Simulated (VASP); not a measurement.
# Sb (R-3m) in VASP: a series of runs, part 2 of 2

VASP 6.6.1.

### Step 3. Single point, r2SCAN, non-collinear spin, zero start, spin-orbit coupling

Contents of POSCAR:

```
Sb
1.0
    2.1564921131      1.2450513020      3.7499488168
   -2.1564921131      1.2450513020      3.7499488168
    0.0000000000     -2.4901026040      3.7499488168
Sb
2
Direct
    0.2336185135      0.2336185135      0.2336185135
    0.7663814865      0.7663814865      0.7663814865
```

Contents of INCAR.step1:

```
PREC = Accurate
ENCUT = 520
ISMEAR = 0
SIGMA = 0.05
LREAL = False
LASPH = True
NELM = 150
MAGMOM = 0 0 0 0 0 0
LSORBIT = True
GGA_COMPAT = False
NBANDS = 22
GGA = PE
ALGO = Normal
EDIFF = 1E-4
LWAVE = True
LCHARG = False
```

Contents of INCAR.step2:

```
PREC = Accurate
ENCUT = 520
EDIFF = 1E-7
ISMEAR = 0
SIGMA = 0.05
LREAL = False
LASPH = True
NELM = 150
ALGO = Normal
ISIF = 2
LWAVE = False
LCHARG = False
MAGMOM = 0 0 0 0 0 0
LORBIT = 11
LSORBIT = True
GGA_COMPAT = False
LORBMOM = True
METAGGA = R2SCAN
LMIXTAU = True
NBANDS = 22
ISTART = 1
```

Contents of KPOINTS:

```
Automatic mesh
0
Gamma
  8 8 8
```

Potentials or basis: VASP PAW PBE potentials, release 64 (Sb).

On the command line:

```console
> cat potpaw_PBE.64/Sb/POTCAR > POTCAR
> cp INCAR.step1 INCAR
> mpirun -np 1 vasp_ncl > vasp.out
> cp INCAR.step2 INCAR
> mpirun -np 1 vasp_ncl > vasp.out
```

OUTCAR:

```text
PREC = Accurate
   ENCUT = 520
   EDIFF = 1E-7
   ISMEAR = 0
   LREAL = False
   LASPH = True
   NELM = 150
   ISIF = 2
   LORBIT = 11
   LSORBIT = True
   METAGGA = R2SCAN
   ISTART = 1

 ion  position               nearest neighbor table
   1  0.234  0.234  0.234-   2 2.91   2 2.91   2 2.91   2 3.35   2 3.35   2 3.35
   2  0.766  0.766  0.766-   1 2.91   1 2.91   1 2.91   1 3.35   1 3.35   1 3.35

  LATTYP: Found a trigonal (rhomboedric) cell.
 ALAT       =     4.5014139009
 COS(alpha) =     0.5409839742

  Lattice vectors:

 A1 = (   2.1564921131,   1.2450513020,   3.7499488168)
[... 892 lines left out ...]
    -0.0000254    -0.0000302    -0.0000644     0.0000000    -0.0000254
    -0.0000827    -0.0000254     0.0000000    -0.0000254     0.0000000
 l=   3
     0.0000000     0.0000000     0.0000000     0.0000000     0.0000000     0.0000000     0.0000000
     0.0000000     0.0000000     0.0000000     0.0000000     0.0000000     0.0000000     0.0000000
     0.0000000     0.0000000     0.0000000     0.0000000     0.0000000     0.0000000     0.0000000
     0.0000000     0.0000000     0.0000000     0.0000000     0.0000000     0.0000000     0.0000000
     0.0000000     0.0000000     0.0000000     0.0000000     0.0000000     0.0000000     0.0000000
     0.0000000     0.0000000     0.0000000     0.0000000     0.0000000     0.0000000     0.0000000
     0.0000000     0.0000000     0.0000000     0.0000000     0.0000000     0.0000000     0.0000000

 total charge

# of ion       s       p       d       tot
------------------------------------------
    1        1.191   1.163   0.037   2.391
    2        1.191   1.163   0.037   2.391
--------------------------------------------------
tot          2.383   2.325   0.075   4.783

 magnetization (x)

# of ion       s       p       d       tot
------------------------------------------
    1        0.000   0.000  -0.000   0.000
    2        0.000   0.000  -0.000   0.000
--------------------------------------------------
tot          0.000   0.000  -0.000   0.000

 magnetization (y)

# of ion       s       p       d       tot
------------------------------------------
    1        0.000   0.000   0.000   0.000
    2        0.000   0.000   0.000   0.000
--------------------------------------------------
tot          0.000   0.000   0.000   0.000

 magnetization (z)

# of ion       s       p       d       tot
------------------------------------------
    1        0.000   0.000   0.000   0.000
    2        0.000   0.000   0.000   0.000
--------------------------------------------------
tot          0.000   0.000   0.000   0.000
```

OUTCAR.step1:

```text
PREC = Accurate
   ENCUT = 520
   ISMEAR = 0
   LREAL = False
   LASPH = True
   NELM = 150
   LSORBIT = True
   GGA = PE
[... 887 lines left out ...]
     0.0000000     0.0000000     0.0000000     0.0000000     0.0000000     0.0000000     0.0000000
     0.0000000     0.0000000     0.0000000     0.0000000     0.0000000     0.0000000     0.0000000
     0.0000000     0.0000000     0.0000000     0.0000000     0.0000000     0.0000000     0.0000000
     0.0000000     0.0000000     0.0000000     0.0000000     0.0000000     0.0000000     0.0000000
     0.0000000     0.0000000     0.0000000     0.0000000     0.0000000     0.0000000     0.0000000

=======================================================================

 ========================================================
```

OSZICAR.step1:

```text
N       E                     dE             d eps       ncg     rms          rms(c)
DAV:   1     0.403188034663E+02    0.40319E+02   -0.33043E+03  2860   0.718E+02
DAV:   2    -0.546874309708E+01   -0.45788E+02   -0.43656E+02  3608   0.128E+02
DAV:   3    -0.836022905130E+01   -0.28915E+01   -0.28327E+01  3606   0.335E+01
DAV:   4    -0.839317852903E+01   -0.32949E-01   -0.32921E-01  3256   0.400E+00
DAV:   5    -0.839361208104E+01   -0.43355E-03   -0.43355E-03  3338   0.537E-01    0.352E+00
DAV:   6    -0.839195010153E+01    0.16620E-02   -0.24473E-03  3294   0.362E-01    0.213E+00
DAV:   7    -0.839118761232E+01    0.76249E-03   -0.19479E-03  3178   0.311E-01    0.126E+00
DAV:   8    -0.839144235534E+01   -0.25474E-03   -0.12438E-03  3208   0.248E-01    0.567E-02
DAV:   9    -0.839152932619E+01   -0.86971E-04   -0.82566E-05  2906   0.570E-02
   1 F= -.83915293E+01 E0= -.83913029E+01  d E =-.452821E-03  mag=     0.0000     0.0000     0.0000
```

Run time: 31 min. Hardware: 1 thread of Intel Xeon Platinum 8259CL at 2.50GHz (Skylake/Cascade Lake), shared host; peak memory 0.51 GiB.

Results:

- Free energy: -51.5125 eV
- Pressure: 1.8 GPa
- Largest force: 0.035 eV/Å
- Net moment: 0.00 μB per cell
- Valence electrons inside the program's atomic spheres: Sb 2.39

Forces on the atoms (eV/Å):
```
Sb   0.000  0.000  0.035
Sb   0.000  0.000 -0.035
```

Moments on the atoms (μB; x, y, z):
```
Sb  0.00 0.00 0.00
Sb  0.00 0.00 0.00
```

Caveat: the PAW data sets were made with another functional, which shifts forces and pressure a little.

### Step 4. Relaxation of shape and atoms at fixed volume, r2SCAN

This run uses another cell than the first one, of the same volume but with other edges.

Contents of POSCAR:

```
Sb
1.0
    2.1107702111      1.2186537496      3.9141654171
   -2.1107702111      1.2186537496      3.9141654171
    0.0000000000     -2.4373074991      3.9141654171
Sb
2
Direct
    0.2275400000      0.2275400000      0.2275400000
    0.7724600000      0.7724600000      0.7724600000
```

Contents of INCAR.step1:

```
PREC     = Accurate       # precision mode
ENCUT    = 600            # plane-wave cutoff, eV
ISMEAR   = 0              # smearing method
SIGMA    = 0.05           # smearing width, eV
LREAL    = False          # projectors in reciprocal space
LASPH    = True           # aspherical terms in the spheres
NELM     = 100            # most SCF steps
GGA      = PE             # functional
ALGO     = Normal         # electronic algorithm
EDIFF    = 1E-4           # SCF threshold, eV
LWAVE    = True           # write WAVECAR
LCHARG   = False          # write CHGCAR
```

Contents of INCAR.step2:

```
PREC     = Accurate       # precision mode
ENCUT    = 600            # plane-wave cutoff, eV
EDIFF    = 1E-6           # SCF threshold, eV
ISMEAR   = 0              # smearing method
SIGMA    = 0.05           # smearing width, eV
LREAL    = False          # projectors in reciprocal space
LASPH    = True           # aspherical terms in the spheres
NELM     = 100            # most SCF steps
ALGO     = Normal         # electronic algorithm
ISIF     = 4              # what is computed and relaxed
LWAVE    = False          # write WAVECAR
LCHARG   = False          # write CHGCAR
METAGGA  = R2SCAN         # meta-GGA
LMIXTAU  = True         
IBRION   = 2              # ionic algorithm
NSW      = 60             # ionic steps
EDIFFG   = -0.02          # ionic threshold
ISTART   = 1
```

Contents of KPOINTS:

```
Automatic mesh
0
Gamma
  10 10 10
```

On the command line:

```console
> cat potpaw_PBE.64/Sb/POTCAR > POTCAR
> cp INCAR.step1 INCAR
> mpirun -np 1 vasp_std > vasp.out
> cp INCAR.step2 INCAR
> mpirun -np 1 vasp_std > vasp.out
```

It took 49 min on 1 thread of Intel Xeon Platinum 8259CL at 2.50GHz (Skylake/Cascade Lake), shared host; peak memory 0.3 GiB.

It converged, with:

- Free energy: -51.3842 eV
- Energy gained by relaxing: 39.1 meV/atom
- Ionic steps: 7
- Pressure after relaxing: 1.6 GPa
- Largest force after relaxing: 0.009 eV/Å
- Band gap on the k mesh: zero (band 5 reaches 7.26 eV, above the bottom of band 6 at 7.18 eV)

Forces on the atoms (eV/Å):
```
Sb   0.000  0.000  0.009
Sb   0.000  0.000 -0.009
```

The path:
```csv
step,energy change (eV),largest force (eV/Å),pressure (GPa),volume (Å³)
1,0.0000,0.9044,4.98,60.41
2,-0.0579,0.3043,3.10,60.41
3,-0.0696,0.1210,1.72,60.41
4,-0.0698,0.0763,1.87,60.41
5,-0.0757,0.0415,1.73,60.41
6,-0.0771,0.0384,1.46,60.41
7,-0.0783,0.0093,1.57,60.41
```

Final structure:
```
Sb
1.0
     2.15911    1.24657    3.74084
    -2.15911    1.24657    3.74084
     0.00000   -2.49313    3.74084
Sb
2
Direct
  0.23409 0.23409 0.23409
  0.76591 0.76591 0.76591
```

Levels at points of the mesh, in eV from the Fermi level:
| k point | band 2 | band 3 | band 4 | band 5 | band 6 | band 7 | band 8 | band 9 |
| --- | --- | --- | --- | --- | --- | --- | --- | --- |
| (0.00, 0.00, 0.00) | -4.80 | -2.26 | -2.04 | -2.04 | 2.19 | 2.80 | 2.80 | 5.36 |
| (0.50, 0.00, 0.00) | -10.10 | -2.13 | -1.96 | -0.38 | -0.08 | 0.33 | 0.42 | 8.18 |
| (0.50, 0.50, 0.00) | -8.31 | -5.74 | -4.03 | -3.97 | 1.73 | 5.18 | 5.81 | 7.35 |
| (0.50, 0.50, 0.50) | -9.42 | -1.49 | -1.49 | -0.36 | 0.02 | 0.02 | 1.22 | 7.57 |

Caveat: the PAW data sets were made with another functional, which shifts forces and pressure a little; spin-orbit coupling is left out, which moves the levels of the heavy elements.

### Step 5. The runs side by side

| task | spin | cell | k mesh | cutoff (eV) | gap on the mesh (eV) | pressure (GPa) | largest force (eV/Å) |
| --- | --- | --- | --- | --- | --- | --- | --- |
| single point | off | a = 4.501 Å, angles 57.2°, 2 atoms | 10 × 10 × 10 | 520 | none | 1.8 | 0.06 |
| single point | non-collinear, zero start, SOC | a = 4.501 Å, angles 57.2°, 2 atoms | 8 × 8 × 8 | 520 | - | 1.8 | 0.03 |
| relaxation of shape and atoms at fixed volume | off | relaxed from a = 4.611 Å, angles 54.5°, 2 atoms | 10 × 10 × 10 | 600 | none | 1.6 | 0.01 |

Alike in all rows: level r2SCAN; potentials or basis VASP PAW PBE potentials, release 64 (Sb); smearing gaussian 0.05 eV.

Caveats: the PAW data sets were made with another functional, which shifts forces and pressure a little; spin-orbit coupling is left out, which moves the levels of the heavy elements (some runs).

Total energies depend on the potentials used, so only differences within one code and one set of settings carry meaning.
